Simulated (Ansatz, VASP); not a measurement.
**One calculation of AgCl, two programs**

The input INCAR:

```
SYSTEM = AgCl
PREC = Accurate ; ENCUT = 520
EDIFF = 1E-7 ; ISMEAR = -1
SIGMA = 0.05 ; LREAL = .FALSE.
LASPH = .TRUE. ; NELM = 80
ALGO = Normal ; ISIF = 2
LWAVE = .FALSE. ; LCHARG = .FALSE.
GGA = PE ; NBANDS = 16
```

KPOINTS

```
regular mesh
0
G
  8 8 8
  0 0 0
```

POSCAR

```
AgCl
1.0
    0.0000000000      2.7350000000      2.7350000000
    2.7350000000      0.0000000000      2.7350000000
    2.7350000000      2.7350000000      0.0000000000
Ag Cl
1 1
Direct
    0.0000000000      0.0000000000      0.0000000000
    0.5000000000      0.5000000000      0.5000000000
```

Contents of input.yaml:

```yaml
crystal:
  lattice:
    - [0.0, 2.735, 2.735]
    - [2.735, 0.0, 2.735]
    - [2.735, 2.735, 0.0]
  atoms:
    - { symbol: Ag, position: [0.0, 0.0, 0.0] }
    - { symbol: Cl, position: [0.5, 0.5, 0.5] }
kpoints:
  mp_grid: { grid: [8, 8, 8] }
scf:
  occupations: { method: fermi_dirac, width: 0.05 }
hamiltonian:
  xc: pbe
  pseudopotentials: { kind: all_electron, lapw: { basis_error: 0.001 } }
output:
  forces: true
  stress: true
  eigenvalues: true
  populations: true
```

Alike in both runs: task single point; functional PBE; k mesh 8 × 8 × 8; occupations fermi-dirac, width 0.05 eV; no spin polarisation.

```csv
,VASP,Ansatz
version,VASP 6.6.1,Ansatz 0.2.0
potentials or method,"VASP PAW PBE potentials, release 64 (Ag, Cl), cutoff 520 eV","all-electron LAPW, scalar-relativistic"
```

|  | VASP | Ansatz | Ansatz less VASP |
| --- | --- | --- | --- |
| gap on the k mesh at the Fermi level (eV) | 0.90 | 0.91 | +0.004 |
| least direct gap on the mesh (eV) | 3.32 | 3.32 | +0.004 |
| pressure (GPa) | 3.8 | 3.9 | +0.16 |

Ansatz ran all-electron here, and VASP with PAW potentials.
